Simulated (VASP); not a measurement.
Crystal: Al2Cu.

```
Al Cu
1.0
     0.00000    2.18102    6.54307
     1.54222    0.00000    6.54307
     1.54222    2.18102    0.00000
Al Cu
2 1
Direct
  0.83333 0.83333 0.16667
  0.16667 0.16667 0.83333
  0.50000 0.50000 0.50000
```

```yaml
Program: VASP 6.6.1
Task: relaxation of cell and atoms
Functional: PBE
Potentials_or_basis: VASP PAW PBE potentials, release 64 (Al, Cu_sv_GW)
Cutoff: 820 eV
k_mesh: 8 × 8 × 8
Occupations: gaussian, width 0.1 eV
Spin: no spin polarisation
```

At the start: pressure 1.0 GPa; volume 14.67 Å³/atom.

Task: Where does the relaxation end?

Result: Over 6 steps the energy falls by 37.9 meV/atom and the volume is 14.89 Å³/atom (+1.5 %); space group Fmmm (No. 69, to 0.1 Å) before and after.

Step by step:
| step | energy change (eV) | largest force (eV/Å) | pressure (GPa) | volume (Å³) |
| --- | --- | --- | --- | --- |
| 1 | 0.0000 | 0.9774 | 1.04 | 44.02 |
| 2 | -0.0747 | 0.5134 | -0.51 | 44.62 |
| 3 | -0.1078 | 0.1249 | -1.69 | 45.37 |
| 4 | -0.1084 | 0.0671 | -1.92 | 45.48 |
| 5 | -0.1109 | 0.0965 | 1.31 | 44.09 |
| 6 | -0.1138 | 0.0214 | -0.09 | 44.68 |

Final structure:
```xyz
3
Lattice="0.0000 2.2342 6.4885 1.5410 0.0000 6.4885 1.5410 2.2342 0.0000" Properties=species:S:1:pos:R:3 pbc="T T T"
Al    1.5410    2.2342   10.9341
Al    1.5410    2.2342    2.0429
Cu    1.5410    2.2342    6.4885
```
